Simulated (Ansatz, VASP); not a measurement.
## C in VASP and in Ansatz

INCAR

```
SYSTEM = C
PREC = Accurate
ENCUT = 520
EDIFF = 1E-6
ISMEAR = -1
SIGMA = 0.1
LREAL = .FALSE.
LASPH = .TRUE.
NELM = 100
ALGO = Normal
ISIF = 2
LWAVE = .FALSE.
LCHARG = .FALSE.
GGA = B5
ALDAX = 1.0
AGGAX = 1.0
AGGAC = 1.0
ALDAC = 0.0
NBANDS = 8
```

The input KPOINTS:

```
regular mesh
0
G
  20 20 20
  0 0 0
```

The input POSCAR:

```
C
1.0
   -1.1807214928      1.1807214928      1.1807214928
    1.1807214928     -1.1807214928      1.1807214928
    1.1807214928      1.1807214928     -1.1807214928
C
1
Direct
    0.0000000000      0.0000000000      0.0000000000
```

Input for Ansatz:

```yaml
crystal:
  lattice:
    - [-1.1807214928, 1.1807214928, 1.1807214928]
    - [1.1807214928, -1.1807214928, 1.1807214928]
    - [1.1807214928, 1.1807214928, -1.1807214928]
  atoms:
    - { symbol: C, position: [0.0, 0.0, 0.0] }
hamiltonian:
  xc: blyp
  pseudopotentials:
    kind: paw
    azcp:
      C: "pseudopotentials/C.paw.azcp"
basis:
  ecutwfc: 420
  fft_grid_basis: typed
kpoints:
  mp_grid: { grid: [20, 20, 20], shift: [0, 0, 0] }
magnetization:
  spin_polarized: false
scf:
  occupations: { method: fermi_dirac, width: 0.1 }
  lower_state_search: "off"
output:
  stress: true
  write_density: true
  write_potential: true
  elf: true
  volumetric_format: npy
```

Alike in both runs: task single point; functional BLYP; k mesh 20 × 20 × 20; occupations fermi-dirac, width 0.1 eV; no spin polarisation.

|  | VASP | Ansatz |
| --- | --- | --- |
| version | VASP 6.6.1 | Ansatz 0.2.0 |
| potentials or method | VASP PAW PBE potentials, release 64 (C), cutoff 520 eV | plane waves (420 eV) with PAW, scalar-relativistic |
| valence electrons in the cell | 4 | 4 |

|  | VASP | Ansatz | Ansatz less VASP |
| --- | --- | --- | --- |
| pressure (GPa) | 22.1 | 21.9 | -0.22 |

VASP's potentials were made for PBE, not for BLYP.
